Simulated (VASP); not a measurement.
# CsLiCr2Te2S3 (P3m1) in VASP: notebook

The runs below take CsLiCr2Te2S3 through single point, with PBE.

Program: VASP 6.6.1. These are calculated values, not measurements. Logs are shortened: lines on timing, memory, paths and dates and some standing lists are left out, and cuts for length are marked.

### 1 The cell of the first run

Symmetry: P3m1, No. 156, trigonal system. The conventional cell has a = 3.515 Å, b = 3.515 Å, c = 17.435 Å, α = 90.00°, β = 90.00°, γ = 120.00°. Cs (site symmetry 3m) has 3 S at 3.28 Å and 6 Cs at 3.52 Å and 3 Te at 3.66 Å and 3 Cr at 4.33 Å within 4.4 Å. Li (site symmetry 3m) has 6 S at 2.53 to 2.55 Å and 6 Cr at 3.41 to 3.47 Å and 6 Li at 3.52 Å within 3.6 Å. Cr (site symmetry 3m) has 3 S at 2.36 Å and 3 Te at 2.70 Å within 3.1 Å. Within 3.2 Å of Cr (site symmetry 3m) lie 6 S at 2.39 to 2.41 Å. Within 4.6 Å of Te (site symmetry 3m) lie 9 Te at 3.52 to 3.81 Å and 3 Cs at 3.66 Å. Within 3.9 Å of Te (site symmetry 3m) lie 3 Cr at 2.70 Å and 9 Te at 3.52 to 3.81 Å and 3 S at 3.60 Å. Within 3.3 Å of S (site symmetry 3m) lie 3 Cr at 2.41 Å and 3 Li at 2.53 Å and 3 S at 3.27 Å. S (site symmetry 3m) has 3 Cr at 2.36 Å and 3 Li at 2.55 Å within 3.1 Å.

### 2 Single point, PBE, collinear spin, ferromagnetic start

INCAR

```
SYSTEM = CsLiCr2Te2S3
  ALGO = Normal
  EDIFF = 1E-7
  ENCUT = 520
  GGA = PE
  ISIF = 2
  ISMEAR = -1
  ISPIN = 2
  LASPH = .TRUE.
  LCHARG = .FALSE.
  LMAXMIX = 4
  LORBIT = 11
  LREAL = .FALSE.
  LWAVE = .FALSE.
  MAGMOM = 0 0 3 3 0 0 0 0 0
  NBANDS = 47
  NELM = 150
  PREC = Accurate
  SIGMA = 0.05
```

KPOINTS

```
k-points
0
G
  6 6 1
  0 0 0
```

POSCAR

```
CsLiCr2Te2S3
1.0
    3.5150548619      0.0000000000      0.0000000000
   -1.7575274309      3.0441268061      0.0000000000
    0.0000000000      0.0000000000     17.4354258994
Cs Li Cr Te S
1 1 2 2 3
Direct
    0.0000000000      0.0000000000      0.3906429687
    0.6666666667      0.3333333333      0.0096377380
    0.0000000000      0.0000000000      0.8524686099
    0.3333333333      0.6666666667      0.1711491965
    0.3333333333      0.6666666667      0.5651418569
    0.6666666667      0.3333333333      0.7503959952
    0.0000000000      0.0000000000      0.0963965367
    0.3333333333      0.6666666667      0.9209986735
    0.6666666667      0.3333333333      0.2431784246
```

Potentials or basis: VASP PAW PBE potentials, release 64 (Cs_sv, Li_sv, Cr_pv, Te, S).

Launch:

```console
> cat potpaw_PBE.64/Cs_sv/POTCAR potpaw_PBE.64/Li_sv/POTCAR potpaw_PBE.64/Cr_pv/POTCAR potpaw_PBE.64/Te/POTCAR potpaw_PBE.64/S/POTCAR > POTCAR
> mpirun -np 1 vasp_std > vasp.out
```

OUTCAR:

```text
SYSTEM = CsLiCr2Te2S3
   EDIFF = 1E-7
   ENCUT = 520
   GGA = PE
   ISIF = 2
   ISMEAR = -1
   ISPIN = 2
   LASPH = .TRUE.
   LORBIT = 11
   LREAL = .FALSE.
   NELM = 150
   PREC = Accurate

 ion  position               nearest neighbor table
   1  0.000  0.000  0.391-
   2  0.667  0.333  0.010-   7 2.53   7 2.53   7 2.53   8 2.55   8 2.55   8 2.55
   3  0.000  0.000  0.852-   8 2.36   8 2.36   8 2.36   6 2.70   6 2.70   6 2.70
   4  0.333  0.667  0.171-   9 2.39   9 2.39   9 2.39   7 2.41   7 2.41   7 2.41
   5  0.333  0.667  0.565-
   6  0.667  0.333  0.750-   3 2.70   3 2.70   3 2.70
   7  0.000  0.000  0.096-   4 2.41   4 2.41   4 2.41   2 2.53   2 2.53   2 2.53
   8  0.333  0.667  0.921-   3 2.36   3 2.36   3 2.36   2 2.55   2 2.55   2 2.55
   9  0.667  0.333  0.243-   4 2.39   4 2.39   4 2.39

  LATTYP: Found a hexagonal cell.
 ALAT       =     3.5150548619
 C/A-ratio  =     4.9602144446

  Lattice vectors:

 A1 = (   3.5150548619,   0.0000000000,   0.0000000000)
 A2 = (  -1.7575274309,   3.0441268061,   0.0000000000)
 A3 = (   0.0000000000,   0.0000000000,  17.4354258994)

Analysis of symmetry for initial positions (statically):
=====================================================================
 Subroutine PRICEL returns:
 Original cell was already a primitive cell.

 Routine SETGRP: Setting up the symmetry group for a
 hexagonal supercell.

 Subroutine GETGRP returns: Found  6 space group operations
 (whereof  6 operations were pure point group operations)
 out of a pool of 24 trial point group operations.

The static configuration has the point symmetry C_3v.

Analysis of symmetry for dynamics (positions and initial velocities):
=====================================================================
 Subroutine PRICEL returns:
 Original cell was already a primitive cell.

 Routine SETGRP: Setting up the symmetry group for a
 hexagonal supercell.

 Subroutine GETGRP returns: Found  6 space group operations
 (whereof  6 operations were pure point group operations)
 out of a pool of 24 trial point group operations.

The dynamic configuration has the point symmetry C_3v.

Analysis of structural, dynamic, and magnetic symmetry:
=====================================================================
 Subroutine PRICEL returns:
 Original cell was already a primitive cell.

 Routine SETGRP: Setting up the symmetry group for a
 hexagonal supercell.

 Subroutine GETGRP returns: Found  6 space group operations
 (whereof  6 operations were pure point group operations)
 out of a pool of 24 trial point group operations.

The overall configuration has the point symmetry C_3v.

 Subroutine INISYM returns: Found  6 space group operations
 (whereof  6 operations are pure point group operations),
 and found     1 'primitive' translations

----------------------------------------------------------------------------------------

                                     Primitive cell

  volume of cell :     186.5638

  direct lattice vectors                    reciprocal lattice vectors
     3.515054862  0.000000000  0.000000000     0.284490581  0.164250714  0.000000000
    -1.757527431  3.044126806  0.000000000     0.000000000  0.328501427  0.000000000
     0.000000000  0.000000000 17.435425899     0.000000000  0.000000000  0.057354492

  length of vectors
     3.515054862  3.515054862 17.435425899     0.328501427  0.328501427  0.057354492

  position of ions in fractional coordinates (direct lattice)
     0.000000000  0.000000000  0.390642969
     0.666666667  0.333333333  0.009637738
     0.000000000  0.000000000  0.852468610
     0.333333333  0.666666667  0.171149196
     0.333333333  0.666666667  0.565141857
     0.666666667  0.333333333  0.750395995
     0.000000000  0.000000000  0.096396537
     0.333333333  0.666666667  0.920998674
     0.666666667  0.333333333  0.243178425

  ion indices of the primitive-cell ions
   primitive index   ion index
                 1           1
                 2           2
                 3           3
                 4           4
                 5           5
                 6           6
                 7           7
                 8           8
                 9           9

----------------------------------------------------------------------------------------

 KPOINTS: k-points

Automatic generation of k-mesh.
 Grid dimensions read from file:
 generate k-points for:    6    6    1

 Generating k-lattice:

  Cartesian coordinates                     Fractional coordinates (reciprocal lattice)
     0.047415097  0.027375119  0.000000000     0.166666667  0.000000000  0.000000000
     0.000000000  0.054750238  0.000000000     0.000000000  0.166666667  0.000000000
     0.000000000  0.000000000  0.057354492     0.000000000  0.000000000  1.000000000

  Length of vectors
     0.054750238  0.054750238  0.057354492

  Shift w.r.t. Gamma in fractional coordinates (k-lattice)
     0.000000000  0.000000000  0.000000000

 Subroutine IBZKPT returns following result:
 ===========================================

 Found      7 irreducible k-points:

 Following reciprocal coordinates:
            Coordinates               Weight
  0.000000  0.000000  0.000000      1.000000
  0.166667  0.000000  0.000000      6.000000
  0.333333  0.000000  0.000000      6.000000
  0.500000  0.000000  0.000000      3.000000
  0.166667  0.166667  0.000000      6.000000
  0.333333  0.166667  0.000000     12.000000
  0.333333  0.333333  0.000000      2.000000
   k-points           NKPTS =      7   k-points in BZ     NKDIM =      7   number of bands    NBANDS=     47
   number of dos      NEDOS =    301   number of ions     NIONS =      9
   total plane-waves  NPLWV = 109760
   dimension x,y,z NGX =    28 NGY =   28 NGZ =  140
   dimension x,y,z NGXF=    56 NGYF=   56 NGZF=  280
   ions per type =               1   1   2   2   3
   NGX,Y,Z   is equivalent  to a cutoff of  13.24, 13.24, 13.35 a.u.
   NGXF,Y,Z  is equivalent  to a cutoff of  26.49, 26.49, 26.70 a.u.
 SYSTEM =  CsLiCr2Te2S3
   PREC   = accura    normal or accurate (medium, high low for compatibility)
   ISTART =      0    job   : 0-new  1-cont  2-samecut
   ICHARG =      2    charge: 1-file 2-atom 10-const
   ISPIN  =      2    spin polarized calculation?
   LNONCOLLINEAR =      F non collinear calculations
   LSORBIT =      F    spin-orbit coupling
   LASPH  =      T    aspherical Exc in radial PAW
   ENCUT  =  520.0 eV  38.22 Ry    6.18 a.u.   6.54  6.54 32.42*2*pi/ulx,y,z
   NELM   =    150;   NELMIN=  2; NELMDL= -5     # of ELM steps
   EDIFF  = 0.1E-06   stopping-criterion for ELM
   LREAL  =      F    real-space projection
   EDIFFG = 0.1E-05   stopping-criterion for IOM
   NSW    =      0    number of steps for IOM
   IBRION =     -1    ionic relax: 0-MD 1-quasi-New 2-CG
   NFREE  =      0    steps in history (QN), initial steepest desc. (CG)
   ISIF   =      2    stress and relaxation
   ISYM   =      2    0-nonsym 1-usesym 2-fastsym
   POTIM  = 0.5000    time-step for ionic-motion
   TEBEG  =    0.0;   TEEND  =   0.0 temperature during run
   PSTRESS=    0.0 pullay stress
   NELECT =      66.0000    total number of electrons
   NUPDOWN=      -1.0000    fix difference up-down
   EMIN   =  10.00;   EMAX   =-10.00  energy-range for DOS
   EFERMI =   0.00;   METHOD = LEGACY
   ISMEAR =    -1;   SIGMA  =   0.05  broadening in eV -4-tet -1-fermi 0-gaus
   EFERMI_NEDOS =   21; number of points for ismear=-14 and -15
   IALGO  =     38    algorithm
   IMIX   =      4    mixing-type and parameters
     AMIX     =   0.40;   BMIX     =  1.00
     AMIX_MAG =   1.60;   BMIX_MAG =  1.00
  volume/ion in A,a.u.               =      20.73       139.89
  Fermi-wavevector in a.u.,A,eV,Ry     =   1.157836  2.187993 18.239752  1.340584
  Thomas-Fermi vector in A             =   2.294444
   LORBIT       =     11    0 simple, 1 ext, 2 COOP (PROOUT), +10 PAW based schemes
   GGA     = PE    functional components
   LHFCALC =     F    Hartree Fock is set to
   AEXX    =    0.0000 exact exchange contribution
   IVDW    =     0    specifies the selected vdW correction
   LEPSILON=     F    determine dielectric tensor
   LRPA    =     F    only Hartree local field effects (RPA)
 spin polarized calculation
  energy-cutoff  :      520.00
  volume of cell :      186.56
 maximum number of plane-waves:      5057
 NGX is ok and might be reduce to    28
   NGX = 13   NGY = 13   NGZ = 65

 number of electron      66.0000003 magnetization       5.7329047

 Free energy of the ion-electron system (eV)
  ---------------------------------------------------
  ext. energy  EPLUGINS =         0.00000000
  ---------------------------------------------------
  free energy    TOTEN  =       -45.89831011 eV

  energy without entropy =      -45.87807037  energy(sigma->0) =      -45.88819024

 E-fermi :   6.5271     XC(G=0): -10.1440

 val. band max:        6.5064150685   @ k =   0.1667   0.1667   0.0000
 cond. band min:       6.6312549836   @ k =   0.1667   0.0000   0.0000
 fundamental gap:      0.1248399151
 Fermi energy:         6.5270662431

 spin component 1

 k-point     1 :       0.0000    0.0000    0.0000
  band No.  band energies     occupation
      1     -39.7305      1.00000
      2     -38.0896      1.00000
      3     -38.0556      1.00000
      4     -38.0556      1.00000
      5     -37.6078      1.00000
      6     -37.5967      1.00000
[... 37 lines left out ...]
     44      10.8513      0.00000
     45      10.8513      0.00000
[... 246 lines left out ...]
      4     -38.0739      1.00000
      5     -37.6160      1.00000
      6     -37.6144      1.00000
[... 37 lines left out ...]
     44      10.6854      0.00000
     45      11.3849      0.00000
 Fermi energy:         6.5270662431

 spin component 2

 k-point     1 :       0.0000    0.0000    0.0000
  band No.  band energies     occupation
      1     -39.7326      1.00000
      2     -35.1931      1.00000
      3     -35.1549      1.00000
      4     -35.1549      1.00000
      5     -34.9497      1.00000
      6     -34.8584      1.00000
[... 37 lines left out ...]
     44      10.9067      0.00000
     45      10.9422      0.00000
[... 246 lines left out ...]
      4     -35.1770      1.00000
      5     -34.9434      1.00000
      6     -34.8816      1.00000
[... 37 lines left out ...]
     44      10.9650      0.00000
     45      11.4297      0.00000
 [bands above 45 left out]

------------------------ aborting loop because EDIFF is reached ----------------------------------------

  FORCE on cell =-STRESS in cart. coord.  units (eV):
  Direction    XX          YY          ZZ          XY          YZ          ZX
  --------------------------------------------------------------------------------------
  -------------------------------------------------------------------------------------
  Total        5.8673600      5.8673600      5.8532868      0.0000000      0.0000000     -0.0000000
  in kB       50.3878595     50.3878595     50.2670011      0.0000000      0.0000000     -0.0000000
  external PRESSURE =      50.3475734 kB  Pullay stress =       0.0000000 kB

 VOLUME and BASIS-vectors are now :
 -----------------------------------------------------------------------------
  energy-cutoff  :      520.00
  volume of cell :      186.56
      direct lattice vectors                 reciprocal lattice vectors
     3.515054862  0.000000000  0.000000000     0.284490581  0.164250714  0.000000000
    -1.757527431  3.044126806  0.000000000     0.000000000  0.328501427  0.000000000
     0.000000000  0.000000000 17.435425899     0.000000000  0.000000000  0.057354492

 POSITION                                       TOTAL-FORCE (eV/Angst)
 -----------------------------------------------------------------------------------
      0.00000      0.00000      6.81103        -0.000000     -0.000000      0.011144
      1.75753      1.01471      0.16804         0.000000      0.000000     -0.003148
      0.00000      0.00000     14.86315        -0.000000     -0.000000     -0.006354
     -0.00000      2.02942      2.98406        -0.000000      0.000000     -0.008120
     -0.00000      2.02942      9.85349        -0.000000     -0.000000      0.016070
      1.75753      1.01471     13.08347        -0.000000     -0.000000     -0.006955
      0.00000      0.00000      1.68071        -0.000000     -0.000000      0.002848
     -0.00000      2.02942     16.05800        -0.000000     -0.000000      0.010914
      1.75753      1.01471      4.23992        -0.000000     -0.000000     -0.016399
 -----------------------------------------------------------------------------------
    total drift:                               -0.000002      0.000001      0.000762

  FREE ENERGIE OF THE ION-ELECTRON SYSTEM (eV)
  ---------------------------------------------------
  free  energy   TOTEN  =       -45.8983101140 eV

  energy  without entropy=      -45.8780703724  energy(sigma->0) =      -45.88819024

 total charge

# of ion       s       p       d       tot
------------------------------------------
    1        1.842   4.691   0.103   6.636
    2        2.013   0.046   0.000   2.059
    3        0.282   6.275   4.168  10.725
    4        0.282   6.287   4.087  10.656
    5        1.418   1.829   0.024   3.272
    6        1.402   1.948   0.047   3.397
    7        1.325   2.457   0.000   3.781
    8        1.325   2.450   0.000   3.775
    9        1.329   2.446   0.000   3.775
--------------------------------------------------
tot         11.217  28.430   8.429  48.075

 magnetization (x)

# of ion       s       p       d       tot
------------------------------------------
    1        0.001  -0.001   0.002   0.001
    2        0.000  -0.001   0.000  -0.001
    3        0.038   0.030   2.639   2.707
    4        0.041   0.040   2.804   2.885
    5        0.005   0.062   0.002   0.068
    6       -0.003  -0.146   0.001  -0.147
    7       -0.003  -0.040   0.000  -0.043
    8       -0.005  -0.063   0.000  -0.068
    9       -0.004  -0.054   0.000  -0.058
--------------------------------------------------
tot          0.071  -0.173   5.447   5.345
```

It took 4.5 min on 1 thread of AMD EPYC 7R13, shared host; peak memory 0.44 GiB.

What came out:

* Free energy: -45.8983 eV
* Largest force: 0.016 eV/Å
* Net moment: 5.73 μB per cell
* Site moments: Cs +0.00; Li -0.00; Cr +2.71, +2.88; Te +0.07, -0.15; S -0.04, -0.07, -0.06 μB
* Valence electrons inside the program's atomic spheres: Cs 6.64; Li 2.06; Cr 10.72, 10.66; Te 3.27, 3.40; S 3.78, 3.77 (each value once)

Forces on the atoms (eV/Å):
```
Cs   0.000  0.000  0.011
Li   0.000  0.000 -0.003
Cr   0.000  0.000 -0.006
Cr   0.000  0.000 -0.008
Te   0.000  0.000  0.016
Te   0.000  0.000 -0.007
S    0.000  0.000  0.003
S    0.000  0.000  0.011
S    0.000  0.000 -0.016
```

Levels at points of the mesh, in eV from the Fermi level:
Spin up:
```csv
k point,band 32,band 33,band 34,band 35,band 36,band 37,band 38,band 39,band 40,band 41
"(0.00, 0.00, 0.00)",-0.95,-0.37,0.51,0.51,1.39,1.70,1.70,2.10,2.10,2.92
"(0.50, 0.00, 0.00)",-1.39,-1.22,-1.11,-0.82,-0.70,0.31,0.66,1.37,1.45,1.68
```
Spin down:
| k point | band 27 | band 28 | band 29 | band 30 | band 31 | band 32 | band 33 | band 34 |
| --- | --- | --- | --- | --- | --- | --- | --- | --- |
| (0.00, 0.00, 0.00) | -0.72 | 0.75 | 0.75 | 0.81 | 0.81 | 1.08 | 1.08 | 1.18 |
| (0.50, 0.00, 0.00) | -2.74 | -2.26 | -1.08 | -0.97 | 0.17 | 0.43 | 0.55 | 0.99 |

Caveat: the k points lie up to 0.36 Å⁻¹ apart; the cutoff is under 1.25 times the usual one of these potentials, so pressure, stress and relaxed cells hold a basis-set (Pulay) error; spin-orbit coupling is left out, which moves the levels of the heavy elements; the run started ferromagnetic, and an antiferromagnetic order may lie lower in energy. With open d or f shells a metallic result of PBE can be an artefact of self-interaction; +U or a hybrid may open a gap.

### 3 Single point, PBE, collinear spin, ferromagnetic start

This run uses another cell than the first one, of 21.97 Å³/atom.

INCAR

```
SYSTEM = CsLiCr2Te2S3
ALGO = Normal ; EDIFF = 1E-7
ENCUT = 520 ; GGA = PE
ISIF = 2 ; ISMEAR = -1
ISPIN = 2 ; LASPH = .TRUE.
LCHARG = .FALSE. ; LMAXMIX = 4
LORBIT = 11 ; LREAL = .FALSE.
LWAVE = .FALSE. ; MAGMOM = 0 0 3 3 0 0 0 0 0
NBANDS = 47 ; NELM = 150
PREC = Accurate ; SIGMA = 0.05
```

KPOINTS is that of step 2.

POSCAR

```
CsLiCr2Te2S3
1.0
    3.5674035055      0.0000000000      0.0000000000
   -1.7837017527      3.0894620613      0.0000000000
    0.0000000000      0.0000000000     17.9429609730
Cs Li Cr Te S
1 1 2 2 3
Direct
    0.0000000000      0.0000000000      0.3867374710
    0.6666666667      0.3333333333      0.0109179458
    0.0000000000      0.0000000000      0.8552466964
    0.3333333333      0.6666666667      0.1706546155
    0.3333333333      0.6666666667      0.5594066792
    0.6666666667      0.3333333333      0.7563573772
    0.0000000000      0.0000000000      0.0983339945
    0.3333333333      0.6666666667      0.9218170618
    0.6666666667      0.3333333333      0.2405381586
```

Potentials or basis: VASP PAW PBE potentials, release 64 (Cs_sv, Li_sv, Cr_pv, Te, S).

Launch:

```console
> cat potpaw_PBE.64/Cs_sv/POTCAR potpaw_PBE.64/Li_sv/POTCAR potpaw_PBE.64/Cr_pv/POTCAR potpaw_PBE.64/Te/POTCAR potpaw_PBE.64/S/POTCAR > POTCAR
> mpirun -np 1 vasp_std > vasp.out
```

It took 4.3 min on 1 thread of AMD EPYC 7R13, shared host; peak memory 0.44 GiB.

It converged, with:

- Free energy: -46.1384 eV
- Largest force: 0.016 eV/Å
- Net moment: 5.68 μB per cell
- Site moments: Cs +0.00; Li -0.00; Cr +2.75, +2.92; Te +0.03, -0.17; S -0.05, -0.07 (each value once) μB
- Valence electrons inside the program's atomic spheres: Cs 6.62; Li 2.05; Cr 10.67, 10.60; Te 3.25, 3.38; S 3.77, 3.76 (each value once)

Forces on the atoms (eV/Å):
```
Cs   0.000  0.000  0.002
Li   0.000  0.000  0.003
Cr   0.000  0.000  0.002
Cr   0.000  0.000 -0.006
Te   0.000  0.000  0.016
Te   0.000  0.000 -0.005
S    0.000  0.000 -0.004
S    0.000  0.000  0.005
S    0.000  0.000 -0.012
```

Levels at points of the mesh, in eV from the Fermi level:
Spin up:
| k point | band 32 | band 33 | band 34 | band 35 | band 36 | band 37 | band 38 | band 39 | band 40 | band 41 |
| --- | --- | --- | --- | --- | --- | --- | --- | --- | --- | --- |
| (0.00, 0.00, 0.00) | -1.08 | -0.44 | 0.45 | 0.45 | 1.29 | 1.64 | 1.64 | 2.01 | 2.01 | 2.79 |
| (0.50, 0.00, 0.00) | -1.39 | -1.26 | -1.11 | -0.86 | -0.78 | 0.34 | 0.72 | 1.27 | 1.41 | 1.68 |
Spin down:
| k point | band 27 | band 28 | band 29 | band 30 | band 31 | band 32 | band 33 | band 34 |
| --- | --- | --- | --- | --- | --- | --- | --- | --- |
| (0.00, 0.00, 0.00) | -0.93 | 0.72 | 0.72 | 0.87 | 0.87 | 1.11 | 1.11 | 1.14 |
| (0.50, 0.00, 0.00) | -2.72 | -2.08 | -1.09 | -0.95 | 0.28 | 0.40 | 0.65 | 1.04 |

Caveat: the cutoff is under 1.25 times the usual one of these potentials, so pressure, stress and relaxed cells hold a basis-set (Pulay) error; spin-orbit coupling is left out, which moves the levels of the heavy elements; the run started ferromagnetic, and an antiferromagnetic order may lie lower in energy.
